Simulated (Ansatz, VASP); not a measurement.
**SiC in VASP and in Ansatz**

The input INCAR:

```
ALGO     = Normal         # electronic algorithm
EDIFF    = 1E-6           # SCF threshold, eV
ENCUT    = 600            # plane-wave cutoff, eV
GGA      = PE             # functional
GGA_COMPAT= F            
ISIF     = 2              # what is computed and relaxed
ISMEAR   = 0              # smearing method
LASPH    = T              # aspherical terms in the spheres
LCHARG   = F              # write CHGCAR
LREAL    = F              # projectors in reciprocal space
LWAVE    = F              # write WAVECAR
NBANDS   = 26             # bands
NELM     = 120            # most SCF steps
PREC     = Accurate       # precision mode
SIGMA    = 0.1            # smearing width, eV
```

KPOINTS

```
k-points
0
Gamma
  6 4 4
```

Contents of POSCAR:

```
SiC
1.0
    3.1302445502      0.0000000000      0.0000000000
    0.0000000000      5.0180770378      0.0000000000
    0.0000000000      0.0000000000      5.3516237358
Si C
4 4
Direct
    0.0000000000      0.9989187390      0.3333333333
    0.5000000000      0.9989187390      0.8333333333
    0.5000000000      0.4989187390      0.1666666667
    0.0000000000      0.4989187390      0.6666666667
    0.0000000000      0.6230812610      0.3333333333
    0.5000000000      0.6230812610      0.8333333333
    0.5000000000      0.1230812610      0.1666666667
    0.0000000000      0.1230812610      0.6666666667
```

Input for Ansatz:

```yaml
crystal:
  lattice:
    - [3.1302445502, 0.0, 0.0]
    - [0.0, 5.0180770378, 0.0]
    - [0.0, 0.0, 5.3516237358]
  atoms:
    - { symbol: Si, position: [0.0, 0.998918739, 0.3333333333] }
    - { symbol: Si, position: [0.5, 0.998918739, 0.8333333333] }
    - { symbol: Si, position: [0.5, 0.498918739, 0.1666666667] }
    - { symbol: Si, position: [0.0, 0.498918739, 0.6666666667] }
    - { symbol: C, position: [0.0, 0.623081261, 0.3333333333] }
    - { symbol: C, position: [0.5, 0.623081261, 0.8333333333] }
    - { symbol: C, position: [0.5, 0.123081261, 0.1666666667] }
    - { symbol: C, position: [0.0, 0.123081261, 0.6666666667] }
basis:
  ecutwfc: 420
kpoints:
  mp_grid: { grid: [6, 4, 4] }
hamiltonian:
  xc: pbe
  pseudopotentials: { kind: paw }
scf:
  occupations: { method: gaussian, width: 0.1 }
output:
  forces: true
  stress: true
  eigenvalues: true
```

Alike in both runs: task single point; functional PBE; k mesh 6 × 4 × 4; occupations gaussian, width 0.1 eV; no spin polarisation.

```csv
,VASP,Ansatz
version,VASP 6.6.1,Ansatz 0.2.0
potentials or method,"VASP PAW PBE potentials, release 64 (Si, C), cutoff 600 eV","scalar-relativistic, plane waves, PAW"
valence electrons in the cell,32,32
```

```tsv
	VASP	Ansatz	Ansatz less VASP
gap on the k mesh at the Fermi level (eV)	2.33	2.33	+0.002
least direct gap on the mesh (eV)	2.45	2.45	+0.003
pressure (GPa)	-0.2	-0.1	+0.18
traceless stress, the component that is largest in VASP (GPa)	6.11	6.08	-0.035
rms of the force components (eV/Å)	0.113	0.113	+0.0001
```

Atom by atom the forces differ by 0.000 eV/Å (rms over components). With one functional, cell and mesh, what is left measures potentials, basis and numerics.
